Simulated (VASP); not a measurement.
# Ge (P2_1) in VASP: single point with PBEsol

Aim: the single point of Ge with PBEsol.

All numbers are computed with VASP 6.6.1; they aren't measurements. Logs are shortened: lines on timing, memory, paths and dates and some standing lists are left out, and cuts for length are marked.

## 1. The cell of the first run

The structure is monoclinic, space group P2_1 (No. 4). The conventional cell has a = 3.997 Å, b = 6.596 Å, c = 3.997 Å, α = 90.00°, β = 120.00°, γ = 90.00°. Ge (site symmetry 1) has 4 Ge at 2.45 to 2.56 Å within 3.2 Å. Ge (site symmetry 1) has 4 Ge at 2.45 to 2.56 Å within 3.2 Å.

## 2. Single point, PBEsol (atoms displaced along several vibrational modes)

Input file INCAR:

```
PREC     = Accurate       # precision mode
ENCUT    = 520            # plane-wave cutoff, eV
EDIFF    = 1E-6           # SCF threshold, eV
ISMEAR   = 0              # smearing method
SIGMA    = 0.15           # smearing width, eV
LREAL    = F              # projectors in reciprocal space
LASPH    = T              # aspherical terms in the spheres
NELM     = 60             # most SCF steps
ALGO     = Fast           # electronic algorithm
ISIF     = 2              # what is computed and relaxed
LWAVE    = F              # write WAVECAR
LCHARG   = T              # write CHGCAR
GGA      = PS             # functional
LVHAR    = T            
NBANDS   = 66             # bands
KPAR     = 4
```

Input file KPOINTS:

```
Automatic mesh
0
Gamma
  10 6 6
```

Input file POSCAR:

```
Ge
1.0
   -3.9969482473      0.0000000000      0.0000000000
    0.0000000000      0.0000000000     -6.5963325278
    0.0000000000     -6.9229174395      0.0000000000
Ge
8
Direct
    0.0825629905      0.9370884642      0.3452502745
    0.5825629905      0.9370884642      0.8452502745
    0.4174370095      0.4370884642      0.1547497255
    0.9174370095      0.4370884642      0.6547497255
   -0.0825629905      0.5629115358      0.3214163921
    0.4174370095      0.5629115358      0.8214163921
    0.5825629905      0.0629115358      0.1785836079
    1.0825629905      0.0629115358      0.6785836079
```

Potentials or basis: VASP PAW PBE potentials, release 64 (Ge_d).

Command:

```
$ cat potpaw_PBE.64/Ge_d/POTCAR > POTCAR
$ mpirun -np 4 vasp_std > vasp.out
```

OUTCAR:

```text
PREC = Accurate
   ENCUT = 520
   EDIFF = 1E-6
   ISMEAR = 0
   LREAL = F
   LASPH = T
   NELM = 60
   ISIF = 2
   GGA = PS

 ion  position               nearest neighbor table
   1  0.083  0.937  0.345-   7 2.45   7 2.45   8 2.45   5 2.56
   2  0.583  0.937  0.845-   8 2.45   8 2.45   7 2.45   6 2.56
   3  0.417  0.437  0.155-   5 2.45   5 2.45   6 2.45   7 2.56
   4  0.917  0.437  0.655-   6 2.45   6 2.45   5 2.45   8 2.56
   5  0.917  0.563  0.321-   3 2.45   3 2.45   4 2.45   1 2.56
   6  0.417  0.563  0.821-   4 2.45   4 2.45   3 2.45   2 2.56
   7  0.583  0.063  0.179-   1 2.45   1 2.45   2 2.45   3 2.56
   8  0.083  0.063  0.679-   2 2.45   2 2.45   1 2.45   4 2.56

  LATTYP: Found a simple orthorhombic cell.
 ALAT       =     3.9969482473
 B/A-ratio  =     1.6503422410
 C/A-ratio  =     1.7320508076

  Lattice vectors:

 A1 = (  -3.9969482473,   0.0000000000,   0.0000000000)
 A2 = (   0.0000000000,   0.0000000000,  -6.5963325278)
 A3 = (   0.0000000000,  -6.9229174395,   0.0000000000)

Analysis of symmetry for initial positions (statically):
=====================================================================
 Subroutine PRICEL returns following result:

  LATTYP: Found a hexagonal cell.
 ALAT       =     3.9969482473
 C/A-ratio  =     1.6503422411

  Lattice vectors:

 A1 = (  -1.9984741237,  -3.4614587197,   0.0000000000)
 A2 = (  -1.9984741237,   3.4614587198,   0.0000000000)
 A3 = (   0.0000000000,   0.0000000000,  -6.5963325278)

   2 primitive cells build up your supercell.

 Routine SETGRP: Setting up the symmetry group for a
 simple orthorhombic supercell.

 Subroutine GETGRP returns: Found  2 space group operations
 (whereof  1 operations were pure point group operations)
 out of a pool of  8 trial point group operations.

The static configuration has the point symmetry C_1 .
 The point group associated with its full space group is C_2 .

Analysis of symmetry for dynamics (positions and initial velocities):
=====================================================================
 Subroutine PRICEL returns following result:

  LATTYP: Found a hexagonal cell.
 ALAT       =     3.9969482473
 C/A-ratio  =     1.6503422411

  Lattice vectors:

 A1 = (  -1.9984741237,  -3.4614587197,   0.0000000000)
 A2 = (  -1.9984741237,   3.4614587198,   0.0000000000)
 A3 = (   0.0000000000,   0.0000000000,  -6.5963325278)

   2 primitive cells build up your supercell.

 Routine SETGRP: Setting up the symmetry group for a
 simple orthorhombic supercell.

 Subroutine GETGRP returns: Found  2 space group operations
 (whereof  1 operations were pure point group operations)
 out of a pool of  8 trial point group operations.

The dynamic configuration has the point symmetry C_1 .
 The point group associated with its full space group is C_2 .

 Subroutine INISYM returns: Found  2 space group operations
 (whereof  1 operations are pure point group operations),
 and found     2 'primitive' translations

----------------------------------------------------------------------------------------

                                     Primitive cell

  volume of cell :      91.2621

  direct lattice vectors                    reciprocal lattice vectors
    -1.998474124 -3.461458720  0.000000000    -0.250190880 -0.144447772  0.000000000
    -1.998474124  3.461458720  0.000000000    -0.250190880  0.144447772  0.000000000
     0.000000000  0.000000000 -6.596332528     0.000000000  0.000000000 -0.151599392

  length of vectors
     3.996948247  3.996948247  6.596332528     0.288895544  0.288895544  0.151599392

  position of ions in fractional coordinates (direct lattice)
     0.427813265  0.737312716  0.937088464
     0.572186735  0.262687284  0.437088464
     0.238853402  0.596020617  0.562911536
     0.761146598  0.403979383  0.062911536

  ion indices of the primitive-cell ions
   primitive index   ion index
                 1           1
                 2           4
                 3           5
                 4           8

----------------------------------------------------------------------------------------

 KPOINTS: Automatic mesh

Automatic generation of k-mesh.
 Grid dimensions read from file:
 generate k-points for:   10    6    6

 Generating k-lattice:

  Cartesian coordinates                     Fractional coordinates (reciprocal lattice)
    -0.025019088  0.000000000  0.000000000     0.100000000  0.000000000  0.000000000
     0.000000000  0.000000000 -0.025266565     0.000000000  0.166666667  0.000000000
     0.000000000 -0.024074629  0.000000000     0.000000000  0.000000000  0.166666667

  Length of vectors
     0.025019088  0.025266565  0.024074629

  Shift w.r.t. Gamma in fractional coordinates (k-lattice)
     0.000000000  0.000000000  0.000000000

 Subroutine IBZKPT returns following result:
 ===========================================

 Found    128 irreducible k-points:

 Following reciprocal coordinates:
            Coordinates               Weight
  0.000000  0.000000  0.000000      1.000000
  0.100000  0.000000  0.000000      2.000000
  0.200000  0.000000  0.000000      2.000000
  0.300000  0.000000  0.000000      2.000000
  0.400000  0.000000  0.000000      2.000000
  0.500000  0.000000  0.000000      1.000000
[... 16 lines left out ...]
  0.400000  0.500000  0.000000      2.000000
  0.500000  0.500000  0.000000      1.000000
 [... further k-points ...]
   k-points           NKPTS =    128   k-points in BZ     NKDIM =    128   number of bands    NBANDS=     66
   number of dos      NEDOS =    301   number of ions     NIONS =      8
   total plane-waves  NPLWV =  81000
   dimension x,y,z NGX =    30 NGY =   50 NGZ =   54
   dimension x,y,z NGXF=    60 NGYF=  100 NGZF=  108
   ions per type =               8
   NGX,Y,Z   is equivalent  to a cutoff of  12.48, 12.60, 12.97 a.u.
   NGXF,Y,Z  is equivalent  to a cutoff of  24.96, 25.20, 25.93 a.u.
 SYSTEM =  unknown system
   PREC   = accura    normal or accurate (medium, high low for compatibility)
   ISTART =      0    job   : 0-new  1-cont  2-samecut
   ICHARG =      2    charge: 1-file 2-atom 10-const
   ISPIN  =      1    spin polarized calculation?
   LNONCOLLINEAR =      F non collinear calculations
   LSORBIT =      F    spin-orbit coupling
   LASPH  =      T    aspherical Exc in radial PAW
   ENCUT  =  520.0 eV  38.22 Ry    6.18 a.u.   7.43 12.26 12.87*2*pi/ulx,y,z
   NELM   =     60;   NELMIN=  2; NELMDL= -5     # of ELM steps
   EDIFF  = 0.1E-05   stopping-criterion for ELM
   LREAL  =      F    real-space projection
   EDIFFG = 0.1E-04   stopping-criterion for IOM
   NSW    =      0    number of steps for IOM
   IBRION =     -1    ionic relax: 0-MD 1-quasi-New 2-CG
   NFREE  =      0    steps in history (QN), initial steepest desc. (CG)
   ISIF   =      2    stress and relaxation
   ISYM   =      2    0-nonsym 1-usesym 2-fastsym
   POTIM  = 0.5000    time-step for ionic-motion
   TEBEG  =    0.0;   TEEND  =   0.0 temperature during run
   PSTRESS=    0.0 pullay stress
   NELECT =     112.0000    total number of electrons
   NUPDOWN=      -1.0000    fix difference up-down
   EMIN   =  10.00;   EMAX   =-10.00  energy-range for DOS
   EFERMI =   0.00;   METHOD = LEGACY
   ISMEAR =     0;   SIGMA  =   0.15  broadening in eV -4-tet -1-fermi 0-gaus
   EFERMI_NEDOS =   21; number of points for ismear=-14 and -15
   IALGO  =     68    algorithm
   IMIX   =      4    mixing-type and parameters
     AMIX     =   0.40;   BMIX     =  1.00
     AMIX_MAG =   1.60;   BMIX_MAG =  1.00
  volume/ion in A,a.u.               =      22.82       153.97
  Fermi-wavevector in a.u.,A,eV,Ry     =   1.391150  2.628893 26.331349  1.935300
  Thomas-Fermi vector in A             =   2.515017
   LORBIT       =      0    0 simple, 1 ext, 2 COOP (PROOUT), +10 PAW based schemes
   GGA     = PS    functional components
   LHFCALC =     F    Hartree Fock is set to
   AEXX    =    0.0000 exact exchange contribution
   IVDW    =     0    specifies the selected vdW correction
   LEPSILON=     F    determine dielectric tensor
   LRPA    =     F    only Hartree local field effects (RPA)
 non-spin polarized calculation
 RMM-DIIS sequential band-by-band and
 Gauss-broadening in eV      SIGMA  =   0.15
  energy-cutoff  :      520.00
  volume of cell :      182.52
 maximum number of plane-waves:      4956
 NGX is ok and might be reduce to    30
   NGX = 15   NGY = 25   NGZ = 25

 number of electron     111.9999937 magnetization

 Free energy of the ion-electron system (eV)
  ---------------------------------------------------
  ext. energy  EPLUGINS =         0.00000000
  ---------------------------------------------------
  free energy    TOTEN  =       -38.97558048 eV

  energy without entropy =      -38.97087791  energy(sigma->0) =      -38.97322919

 E-fermi :   4.8657     XC(G=0): -10.1287

 val. band max:        4.8039700224   @ k =   0.0000   0.0000   0.0000
 cond. band min:       4.8821724180   @ k =   0.0000   0.3333   0.0000
 fundamental gap:      0.0782023956
 Fermi energy:         4.8656579276

 k-point     1 :       0.0000    0.0000    0.0000
  band No.  band energies     occupation
      1     -20.0284      2.00000
      2     -20.0199      2.00000
      3     -20.0112      2.00000
      4     -20.0105      2.00000
      5     -20.0070      2.00000
      6     -19.9984      2.00000
[... 58 lines left out ...]
     65       8.2690      0.00000
     66       9.0589      0.00000

 k-point     2 :       0.1000    0.0000    0.0000
  band No.  band energies     occupation
      1     -20.0305      2.00000
      2     -20.0251      2.00000
      3     -20.0187      2.00000
      4     -20.0129      2.00000
      5     -19.9999      2.00000
      6     -19.9991      2.00000
[... 58 lines left out ...]
     65       8.8829      0.00000
     66       9.4066      0.00000

 k-point     3 :       0.2000    0.0000    0.0000
  band No.  band energies     occupation
      1     -20.0344      2.00000
      2     -20.0328      2.00000
      3     -20.0252      2.00000
      4     -20.0176      2.00000
      5     -20.0025      2.00000
      6     -19.9990      2.00000
[... 1438 lines left out ...]
     65       9.3731      0.00000
     66       9.3734      0.00000

 k-point    24 :       0.5000    0.5000    0.0000
  band No.  band energies     occupation
      1     -20.0270      2.00000
      2     -20.0270      2.00000
      3     -20.0270      2.00000
      4     -20.0270      2.00000
      5     -19.9945      2.00000
      6     -19.9945      2.00000
[... 58 lines left out ...]
     65       9.5807      0.00000
     66       9.6648      0.00000

 [... further k-points ...]

------------------------ aborting loop because EDIFF is reached ----------------------------------------

  FORCE on cell =-STRESS in cart. coord.  units (eV):
  Direction    XX          YY          ZZ          XY          YZ          ZX
  --------------------------------------------------------------------------------------
  -------------------------------------------------------------------------------------
  Total       -0.7218400      0.6517917     -3.0746977     -0.3878101      0.0000000      0.0000000
  in kB       -6.3362350      5.7213589    -26.9893723     -3.4041558      0.0000000      0.0000000
  external PRESSURE =      -9.2014161 kB  Pullay stress =       0.0000000 kB

 VOLUME and BASIS-vectors are now :
 -----------------------------------------------------------------------------
  energy-cutoff  :      520.00
  volume of cell :      182.52
      direct lattice vectors                 reciprocal lattice vectors
    -3.996948247  0.000000000  0.000000000    -0.250190880  0.000000000  0.000000000
     0.000000000  0.000000000 -6.596332528     0.000000000  0.000000000 -0.151599392
     0.000000000 -6.922917439  0.000000000     0.000000000 -0.144447772  0.000000000

 POSITION                                       TOTAL-FORCE (eV/Angst)
 -----------------------------------------------------------------------------------
     -0.33000     -2.39014     -6.18135         0.285641      0.032104      0.390288
     -2.32847     -5.85160     -6.18135         0.285641      0.032104      0.390288
     -1.66847     -1.07132     -2.88318        -0.285641     -0.032104      0.390288
     -3.66695     -4.53278     -2.88318        -0.285641     -0.032104      0.390288
     -3.66695     -2.22514     -3.71315        -0.336800     -0.125332     -0.390288
     -1.66847     -5.68660     -3.71315        -0.336800     -0.125332     -0.390288
     -2.32847     -1.23632     -0.41499         0.336800      0.125332     -0.390288
     -0.33000     -4.69778     -0.41499         0.336800      0.125332     -0.390288
 -----------------------------------------------------------------------------------
    total drift:                                0.000000     -0.000001     -0.000017

  FREE ENERGIE OF THE ION-ELECTRON SYSTEM (eV)
  ---------------------------------------------------
  free  energy   TOTEN  =       -38.9755804795 eV

  energy  without entropy=      -38.9708779056  energy(sigma->0) =      -38.97322919
```

Run time: 12 min. Hardware: 4 MPI ranks of Oxide Virtual Turin-like, shared host; peak memory 0.96 GiB.

What came out:

- Free energy: -38.9756 eV
- Pressure: -0.9 GPa
- Largest force: 0.531 eV/Å
- Band gap on the k mesh: zero (bands 56 and 57 overlap by 0.08 eV)

Forces in eV/Å, atoms in the order of the input:
```
Ge   0.286  0.032  0.390
Ge   0.286  0.032  0.390
Ge  -0.286 -0.032  0.390
Ge  -0.286 -0.032  0.390
Ge  -0.337 -0.125 -0.390
Ge  -0.337 -0.125 -0.390
Ge   0.337  0.125 -0.390
Ge   0.337  0.125 -0.390
```

Stress tensor (GPa, compression positive):
```
-0.63 -0.34  0.00
-0.34  0.57  0.00
 0.00  0.00 -2.70
```

Caveat: the cell differs from its parent crystal (atoms displaced along several vibrational modes); semilocal functionals underestimate gaps, and a narrow one can read as zero; the PAW data sets were made with another functional, which shifts forces and pressure a little.

The gap in the log of VASP goes by the Fermi energy; the results here count the filled bands.